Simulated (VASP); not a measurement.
# MnO (Fm-3m) in VASP: a series of runs, part 2 of 2

VASP 6.6.1. The steps go on from the part before.

## 3. Single point, PBE, collinear spin, ferromagnetic start

The input, INCAR:

```
PREC = Accurate ; ENCUT = 520
EDIFF = 1E-7 ; ISMEAR = -1
SIGMA = 0.05 ; LREAL = False
LASPH = True ; NELM = 150
ALGO = Normal ; ISIF = 2
LWAVE = False ; LCHARG = False
ISPIN = 2 ; MAGMOM = 4 0
LORBIT = 11 ; LMAXMIX = 4
GGA = PE ; NBANDS = 20
```

The input, KPOINTS:

```
Automatic mesh
0
Gamma
  10 10 10
```

The input, POSCAR:

```
MnO
1.0
    0.0000000000      2.2239077028      2.2239077028
    2.2239077028      0.0000000000      2.2239077028
    2.2239077028      2.2239077028      0.0000000000
Mn O
1 1
Direct
    0.0000000000      0.0000000000      0.0000000000
    0.5000000000      0.5000000000      0.5000000000
```

Potentials or basis: VASP PAW PBE potentials, release 64 (Mn_pv, O).

Launch:

```bash
$ cat potpaw_PBE.64/Mn_pv/POTCAR potpaw_PBE.64/O/POTCAR > POTCAR
$ mpirun -np 1 vasp_std > vasp.out
```

It took 19 s on 1 thread of Intel Xeon 6975P-C (Granite Rapids), shared host; peak memory 0.16 GiB.

It converged, with:

```
Free energy                                           : -16.4062 eV
Pressure                                              : 0.2 GPa
Net moment                                            : 4.79 μB per cell
Site moments                                          : Mn +4.35; O +0.20 μB
Valence electrons inside the program's atomic spheres : Mn 11.35; O 4.98
```

Levels at points of the mesh, in eV from the Fermi level:
Spin up:
| k point | band 10 | band 11 | band 12 | band 13 | band 14 | band 15 |
| --- | --- | --- | --- | --- | --- | --- |
| (0.00, 0.00, 0.00) | -3.22 | -2.69 | -2.69 | -0.53 | 13.96 | 16.32 |
| (0.50, 0.00, 0.00) | -1.89 | 0.20 | 0.20 | 3.47 | 7.72 | 11.87 |
| (0.50, 0.50, 0.00) | -2.05 | -2.05 | -1.92 | 5.01 | 7.81 | 10.40 |
Spin down:
```
           k point  band 5  band 6  band 7  band 8  band 9  band 10
(0.00, 0.00, 0.00)   -3.34   -3.34   -3.34    0.76    0.76     0.76
(0.50, 0.00, 0.00)   -7.35   -4.83   -4.83    1.94    1.98     1.98
(0.50, 0.50, 0.00)   -6.40   -4.32   -4.32   -0.81    1.97     2.17
```

Caveat: a cell with one magnetic atom can't hold antiferromagnetic order, which such compounds often take; semilocal functionals often make such compounds metallic where correlation or magnetic order opens a gap, which also shifts bond lengths. With open d or f shells a metallic result of PBE can be an artefact of self-interaction; +U or a hybrid may open a gap.

## 4. Single point, PBE, collinear spin, ferromagnetic start

The input, INCAR:

```
  ALGO = Normal
  EDIFF = 1E-6
  ENCUT = 520
  GGA = PE
  ISIF = 2
  ISMEAR = -1
  ISPIN = 2
  LASPH = True
  LCHARG = True
  LELF = True
  LMAXMIX = 4
  LORBIT = 11
  LREAL = False
  LVHAR = True
  LWAVE = False
  MAGMOM = 4 0
  NBANDS = 20
  NELM = 150
  PREC = Accurate
  SIGMA = 0.05
```

The input, KPOINTS:

```
k-points
0
Gamma
  7 7 7
```

POSCAR is that of step 3.

Launch:

```bash
$ cat potpaw_PBE.64/Mn_pv/POTCAR potpaw_PBE.64/O/POTCAR > POTCAR
$ mpirun -np 1 vasp_std > vasp.out
```

It took 11 s on 1 thread of Intel Xeon 6975P-C (Granite Rapids), shared host; peak memory 0.15 GiB.

Results (log left out):

- Free energy: -16.4096 eV
- Pressure: -1.2 GPa
- Net moment: 4.72 μB per cell
- Site moments: Mn +4.30; O +0.19 μB
- Valence electrons inside the program's atomic spheres: Mn 11.35; O 4.97

Levels at points of the mesh, in eV from the Fermi level:
Spin up:
```csv
k point,band 9,band 10,band 11,band 12,band 13,band 14,band 15,band 16
"(0.00, 0.00, 0.00)",-3.23,-3.23,-2.71,-2.71,-0.55,13.96,16.30,16.30
```
Spin down:
```tsv
k point	band 3	band 4	band 5	band 6	band 7	band 8	band 9	band 10	band 11	band 12
(0.00, 0.00, 0.00)	-45.77	-19.88	-3.42	-3.42	-3.42	0.69	0.69	0.69	0.74	1.32
```

Caveat: a cell with one magnetic atom can't hold antiferromagnetic order, which such compounds often take; semilocal functionals often make such compounds metallic where correlation or magnetic order opens a gap, which also shifts bond lengths. With open d or f shells a metallic result of PBE can be an artefact of self-interaction; +U or a hybrid may open a gap.

## 5. Single point, RPBE+D4, collinear spin, ferromagnetic start

This run uses another cell than the first one, of 10.34 Å³/atom, 0.940 times its volume.

The input, INCAR:

```
PREC     = Accurate       # precision mode
ENCUT    = 520            # plane-wave cutoff, eV
EDIFF    = 1E-6           # SCF threshold, eV
ISMEAR   = -1             # smearing method
SIGMA    = 0.05           # smearing width, eV
LREAL    = F              # projectors in reciprocal space
LASPH    = T              # aspherical terms in the spheres
NELM     = 150            # most SCF steps
ALGO     = Normal         # electronic algorithm
ISIF     = 2              # what is computed and relaxed
LWAVE    = F              # write WAVECAR
LCHARG   = F              # write CHGCAR
ISPIN    = 2              # spin polarisation
MAGMOM   = 4 0            # initial moments
LORBIT   = 11             # projections on sites
LMAXMIX  = 4              # l up to which the mixer works
GGA      = RP             # functional
IVDW     = 13             # dispersion correction
NBANDS   = 20             # bands
```

The input, KPOINTS:

```
Automatic mesh
0
Gamma
  10 10 10
```

The input, POSCAR:

```
MnO
1.0
    0.0000000000      2.1785090927      2.1785090927
    2.1785090927      0.0000000000      2.1785090927
    2.1785090927      2.1785090927      0.0000000000
Mn O
1 1
Direct
    0.0000000000      0.0000000000      0.0000000000
    0.5000000000      0.5000000000      0.5000000000
```

Launch:

```bash
$ cat potpaw_PBE.64/Mn_pv/POTCAR potpaw_PBE.64/O/POTCAR > POTCAR
$ mpirun -np 1 vasp_std > vasp.out
```

Wall time 19 s (1 thread of Intel Xeon 6975P-C (Granite Rapids), shared host); peak memory 0.16 GiB.

The run converged. Its results:

- Free energy: -16.6542 eV
- Pressure: 8.9 GPa
- Net moment: 4.66 μB per cell
- Site moments: Mn +4.25; O +0.19 μB
- Valence electrons inside the program's atomic spheres: Mn 11.41; O 5.02
- Dispersion energy per atom: -0.517 eV

Levels at points of the mesh, in eV from the Fermi level:
Spin up:
| k point | band 9 | band 10 | band 11 | band 12 | band 13 | band 14 | band 15 | band 16 |
| --- | --- | --- | --- | --- | --- | --- | --- | --- |
| (0.00, 0.00, 0.00) | -3.38 | -3.38 | -2.80 | -2.80 | -0.30 | 14.09 | 16.80 | 16.80 |
| (0.50, 0.00, 0.00) | -2.38 | -1.92 | 0.29 | 0.29 | 3.57 | 8.24 | 12.29 | 12.29 |
| (0.50, 0.50, 0.00) | -2.33 | -2.08 | -2.08 | -1.89 | 5.46 | 8.13 | 10.69 | 14.33 |
Spin down:
```csv
k point,band 3,band 4,band 5,band 6,band 7,band 8,band 9,band 10,band 11,band 12
"(0.00, 0.00, 0.00)",-45.87,-20.51,-3.72,-3.72,-3.72,0.62,0.62,0.62,1.07,1.30
"(0.50, 0.00, 0.00)",-45.89,-19.45,-7.92,-5.32,-5.32,1.92,1.96,1.96,3.77,3.77
"(0.50, 0.50, 0.00)",-45.91,-19.50,-6.92,-4.74,-4.74,-1.10,1.94,2.24,2.43,2.43
```

Caveat: the PAW data sets were made with another functional, which shifts forces and pressure a little; a cell with one magnetic atom can't hold antiferromagnetic order, which such compounds often take; semilocal functionals often make such compounds metallic where correlation or magnetic order opens a gap, which also shifts bond lengths; pairwise dispersion overbinds metals, which lowers pressure and volume.

## 6. Single point, RPBE+D4, collinear spin, ferromagnetic start

This run uses another cell than the first one, of 10.56 Å³/atom, 0.960 times its volume.

The input, INCAR:

```
PREC = Accurate
ENCUT = 520
EDIFF = 1E-7
ISMEAR = -1
SIGMA = 0.05
LREAL = F
LASPH = T
NELM = 150
ALGO = Normal
ISIF = 2
LWAVE = F
LCHARG = T
ISPIN = 2
MAGMOM = 4 0
LORBIT = 11
LMAXMIX = 4
GGA = RP
IVDW = 13
LELF = T
LVHAR = T
NBANDS = 20
```

KPOINTS is that of step 5.

The input, POSCAR:

```
MnO
1.0
    0.0000000000      2.1938512115      2.1938512115
    2.1938512115      0.0000000000      2.1938512115
    2.1938512115      2.1938512115      0.0000000000
Mn O
1 1
Direct
    0.0000000000      0.0000000000      0.0000000000
    0.5000000000      0.5000000000      0.5000000000
```

Potentials or basis: VASP PAW PBE potentials, release 64 (Mn_pv, O).

Launch:

```bash
$ cat potpaw_PBE.64/Mn_pv/POTCAR potpaw_PBE.64/O/POTCAR > POTCAR
$ mpirun -np 1 vasp_std > vasp.out
```

Run time: 22 s. Hardware: 1 thread of Intel Xeon 6975P-C (Granite Rapids), shared host; peak memory 0.16 GiB.

The run converged. Its results:

```
Free energy                                           : -17.0359 eV
Pressure                                              : 4.5 GPa
Net moment                                            : 4.76 μB per cell
Site moments                                          : Mn +4.33; O +0.20 μB
Valence electrons inside the program's atomic spheres : Mn 11.39; O 5.01
Dispersion energy per atom                            : -0.689 eV
```

Levels at points of the mesh, in eV from the Fermi level:
Spin up:
```
           k point  band 10  band 11  band 12  band 13  band 14  band 15
(0.00, 0.00, 0.00)    -3.36    -2.80    -2.80    -0.40    14.02    16.62
(0.50, 0.00, 0.00)    -1.94     0.23     0.23     3.52     8.07    12.14
(0.50, 0.50, 0.00)    -2.11    -2.11    -1.94     5.29     8.02    10.56
```
Spin down:
```csv
k point,band 5,band 6,band 7,band 8,band 9,band 10
"(0.00, 0.00, 0.00)",-3.58,-3.58,-3.58,0.72,0.72,0.72
"(0.50, 0.00, 0.00)",-7.70,-5.13,-5.13,1.97,2.02,2.02
"(0.50, 0.50, 0.00)",-6.73,-4.59,-4.59,-0.95,1.99,2.26
```

Caveat: the PAW data sets were made with another functional, which shifts forces and pressure a little; a cell with one magnetic atom can't hold antiferromagnetic order, which such compounds often take; semilocal functionals often make such compounds metallic where correlation or magnetic order opens a gap, which also shifts bond lengths; pairwise dispersion overbinds metals, which lowers pressure and volume.

## 7. Overview

| level | potentials or basis | cell | k mesh | gap on the mesh (eV) | pressure (GPa) | moment (μB) |
| --- | --- | --- | --- | --- | --- | --- |
| LDA | VASP PAW LDA potentials, release 64 (Mn_pv, O) | a = 3.145 Å, angles 60.0°, 2 atoms | 10 × 10 × 10 | none | -17.8 | 4.52 |
| PBE | VASP PAW PBE potentials, release 64 (Mn_pv, O) | a = 3.145 Å, angles 60.0°, 2 atoms | 10 × 10 × 10 | none | 0.2 | 4.79 |
| PBE | VASP PAW PBE potentials, release 64 (Mn_pv, O) | a = 3.145 Å, angles 60.0°, 2 atoms | 7 × 7 × 7 | none | -1.2 | 4.72 |
| RPBE+D4 | VASP PAW PBE potentials, release 64 (Mn_pv, O) | a = 3.081 Å, angles 60.0°, 2 atoms | 10 × 10 × 10 | none | 8.9 | 4.66 |
| RPBE+D4 | VASP PAW PBE potentials, release 64 (Mn_pv, O) | a = 3.103 Å, angles 60.0°, 2 atoms | 10 × 10 × 10 | none | 4.5 | 4.76 |

Alike in all rows: task single point; spin collinear, ferromagnetic start; cutoff (eV) 520; smearing fermi-dirac 0.05 eV.

Caveats: a cell with one magnetic atom can't hold antiferromagnetic order, which such compounds often take; semilocal functionals often make such compounds metallic where correlation or magnetic order opens a gap, which also shifts bond lengths; the PAW data sets were made with another functional, which shifts forces and pressure a little (some runs); pairwise dispersion overbinds metals, which lowers pressure and volume (some runs).

Absolute energies hang on the potentials; compare differences alone.
